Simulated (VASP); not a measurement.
## Li2Se: relaxation of the atoms with PBE

Li2Se:

```xyz
3
Lattice="0.0000 3.0025 3.0025 3.0025 0.0000 3.0025 3.0025 3.0025 0.0000" Properties=species:S:1:pos:R:3 pbc="T T T"
Li    1.5012    1.5012    1.5012
Li    4.5038    4.5038    4.5038
Se    0.0000    0.0000    0.0000
```

```
Program                : VASP 6.6.1
Task                   : relaxation of the atoms
Functional             : PBE
Potentials or basis    : VASP PAW PBE potentials, release 64 (Li_sv, Se)
Cutoff                 : 650 eV
k mesh                 : 8 × 8 × 8
Occupations            : fermi-dirac, width 0.02 eV
Spin                   : no spin polarisation
Dipole correction      : no
Further INCAR settings : ALGO = Normal; EDIFF = 1e-07; IBRION = 2; EDIFFG = -0.02; NSW = 80
```

```yaml
Pressure_after_relaxing: -0.1 GPa
Band_gap_on_the_k_mesh: 2.97 eV (least direct gap 3.39 eV)
```

Final structure:
```yaml
crystal:
  lattice:
    - [0.00000, 3.00250, 3.00250]
    - [3.00250, 0.00000, 3.00250]
    - [3.00250, 3.00250, 0.00000]
  atoms:
    - { symbol: Li, position: [0.25000, 0.25000, 0.25000] }
    - { symbol: Li, position: [0.75000, 0.75000, 0.75000] }
    - { symbol: Se, position: [0.00000, 0.00000, 0.00000] }
```

Levels at points of the mesh, in eV from the valence-band top:
```csv
k point,band 2,band 3,band 4,band 5,band 6,band 7,band 8,band 9,band 10
"(0.00, 0.00, 0.00)",-44.69,-11.39,0.00,0.00,0.00,3.39,5.62,5.62,5.62
"(0.50, 0.00, 0.00)",-44.70,-11.02,-2.90,-0.53,-0.53,5.11,5.96,5.96,7.94
"(0.50, 0.50, 0.00)",-44.70,-10.91,-2.27,-1.44,-1.44,2.97,6.17,10.31,10.31
```

Wall time 13 s on 1 thread of AMD EPYC 9R45 96-Core Processor (Zen 5), on a shared host, peak memory 0.18 GiB.

Caveat: the relaxation stopped at its first step, so nothing moved. PBE gaps usually lie below the measured ones, often by a third to a half.
